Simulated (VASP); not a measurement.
Input of a VASP 6.6.1 run:

Contents of INCAR:

```
PREC = Accurate
ENCUT = 600
EDIFF = 1E-6
ISMEAR = 0
SIGMA = 0.1
LREAL = F
LASPH = T
NELM = 80
ALGO = Normal
ISIF = 3
LWAVE = F
LCHARG = F
GGA = PE
IBRION = 2
NSW = 100
EDIFFG = -0.01
```

The input KPOINTS:

```
Automatic mesh
0
Gamma
  12 12 8
```

The input POSCAR:

```
RbReB2
1.0
    3.7721092162      0.0000000000      0.0000000000
    0.0000000000      3.7721092162      0.0000000000
    0.0000000000      0.0000000000      7.1420134885
Rb Re B
1 1 2
Direct
    0.0000000000      0.0000000000      0.4632290873
    0.0000000000      0.0000000000      0.9626275512
    0.0000000000      0.5000000000      0.8661229857
    0.5000000000      0.0000000000      0.8661229857
```

Potentials or basis: VASP PAW PBE potentials, release 64 (Rb_sv, Re, B).

Command:

```console
$ cat potpaw_PBE.64/Rb_sv/POTCAR potpaw_PBE.64/Re/POTCAR potpaw_PBE.64/B/POTCAR > POTCAR
$ mpirun -np 1 vasp_std > vasp.out
```

Q: Estimate the space group after relaxing (to 0.05 Å).

A: P4mm (No. 99).

Q: Predict the band gap on the k mesh.

A: Zero (band 11 reaches 1.94 eV, above the bottom of band 12 at 1.08 eV).

Step by step:
```tsv
step	energy change (eV)	largest force (eV/Å)	pressure (GPa)	volume (Å³)
1	0.0000	0.1543	0.52	101.62
2	-0.0059	0.1334	-0.18	102.83
3	-0.0060	0.1312	-0.27	102.99
4	-0.0056	0.2465	0.25	102.61
5	-0.0065	0.0338	-0.04	102.83
6	-0.0067	0.0217	-0.02	102.71
7	-0.0068	0.0158	0.01	102.48
8	-0.0068	0.0155	0.01	102.51
9	-0.0068	0.0164	-0.01	102.56
10	-0.0068	0.0157	0.00	102.52
11	-0.0068	0.0156	-0.01	102.51
12	-0.0068	0.0134	0.00	102.49
13	-0.0068	0.0304	0.06	102.44
14	-0.0068	0.0223	0.05	102.46
15	-0.0068	0.0190	0.04	102.46
16	-0.0068	0.0119	0.03	102.47
17	-0.0068	0.0053	0.00	102.50
```

Caveat: spin-orbit coupling is left out, which moves the levels of the heavy elements.
